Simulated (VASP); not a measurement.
Runs of VASP 6.6.1 on Ru. The structure is that of space group Im-3m (No. 229), or close to it. The cells are those of the table. 

| task | cell | cutoff (eV) | gap on the mesh (eV) | pressure (GPa) |
| --- | --- | --- | --- | --- |
| single point | a = 2.248 Å, angles 109.5°, 1 atom | 520 | none | 426.1 |
| relaxation of cell and atoms | relaxed to 420 GPa from a = 2.249 Å, angles 109.5°, 1 atom | 600 | none | 419.9 |
| relaxation of cell and atoms | relaxed to 420 GPa from a = 2.248 Å, angles 109.5°, 1 atom | 600 | none | 420.0 |
| single point | a = 2.645 Å, angles 109.5°, 1 atom | 520 | none | -0.1 |
| single point | a = 2.249 Å, angles 109.5°, 1 atom | 520 | none | (a) |

Alike in all rows: level PBE; potentials or basis VASP PAW PBE potentials, release 64 (Ru_pv); no spin polarisation; k mesh 21 × 21 × 21; smearing fermi-dirac 0.08 eV.

Task: Estimate the missing entries.

Result: (a) 422.2.

Caveats: the cell is relaxed towards a set pressure, so the enthalpy falls and the energy may rise (some runs).

A k mesh can miss the band edges, and the runs leave out spin-orbit coupling on Ru.

A gap of «none» marks levels without a gap at the run's occupations.
